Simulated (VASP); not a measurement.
Runs of VASP 6.6.1 on Ba. The structure is that of space group Im-3m (No. 229), or close to it. The cells are those of the table. 

```tsv
task	spin	cell	k mesh	cutoff (eV)	gap on the mesh (eV)	pressure (GPa)
relaxation of cell and atoms	off	relaxed from a = 4.330 Å, angles 109.5°, 1 atom	9 × 9 × 9	600	none	0.0
single point	off	a = 4.577 Å, angles 109.5°, 1 atom	14 × 14 × 14	520	none	(a)
single point	non-collinear, zero start, SOC	a = 4.461 Å, angles 109.5°, 1 atom	9 × 9 × 9	520	-	0.1
single point	off	a = 4.461 Å, angles 109.5°, 1 atom	9 × 9 × 9	520	none	0.1
single point	off	a = 4.275 Å, angles 109.5°, 1 atom	14 × 14 × 14	520	none	1.3
single point	off	a = 4.461 Å, angles 109.5°, 1 atom	14 × 14 × 14	520	none	0.1
single point	off	a = 4.401 Å, angles 109.5°, 1 atom	14 × 14 × 14	520	none	0.4
single point	off	a = 4.520 Å, angles 109.5°, 1 atom	14 × 14 × 14	520	none	-0.2
```

Alike in all rows: level RPBE; potentials or basis VASP PAW PBE potentials, release 64 (Ba_sv); smearing fermi-dirac 0.1 eV.

**Question.** Estimate the missing entries.

**Answer.** (a) -0.5.

Caveats: the PAW data sets were made with another functional, which shifts forces and pressure a little; spin-orbit coupling is left out, which moves the levels of the heavy elements (at least some runs).

A k mesh can miss the band edges, and rows without SOC leave out spin-orbit coupling on Ba.

A gap of «none» marks levels without a gap at the run's occupations.
